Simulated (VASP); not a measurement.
A run of VASP 6.6.1:

The input INCAR:

```
PREC = Accurate ; ENCUT = 520
EDIFF = 1E-6 ; ISMEAR = 0
SIGMA = 0.1 ; LREAL = False
LASPH = True ; NELM = 100
ALGO = Fast ; ISIF = 2
LWAVE = False ; LCHARG = False
GGA = PS ; NBANDS = 22
```

The input KPOINTS:

```
regular mesh
0
Gamma
  12 12 8
```

Contents of POSCAR:

```
Al3Ni2
1.0
    3.9753672193      0.0000000000      0.0000000000
   -1.9876836096      3.4427690013      0.0000000000
    0.0000000000      0.0000000000      4.8290407629
Al Ni
3 2
Direct
    0.0000000000      0.0000000000      0.0000000000
    0.3333333333      0.6666666667      0.6474293850
    0.6666666667      0.3333333333      0.3525706150
    0.3333333333      0.6666666667      0.1457631419
    0.6666666667      0.3333333333      0.8542368581
```

Potentials or basis: VASP PAW PBE potentials, release 64 (Al, Ni).

Command:

```bash
$ cat potpaw_PBE.64/Al/POTCAR potpaw_PBE.64/Ni/POTCAR > POTCAR
$ mpirun -np 1 vasp_std > vasp.out
```

Hardware: 1 thread of Intel(R) Xeon(R) Platinum 8259CL CPU @ 2.50GHz (Skylake/Cascade Lake), with other jobs on the host.

Question: Estimate the wall time of this run.

Answer: It took 3.7 min on 1 thread of Intel(R) Xeon(R) Platinum 8259CL CPU @ 2.50GHz (Skylake/Cascade Lake), on a shared host, peak memory 0.29 GiB. Counts: scf iterations 18, k points 131.
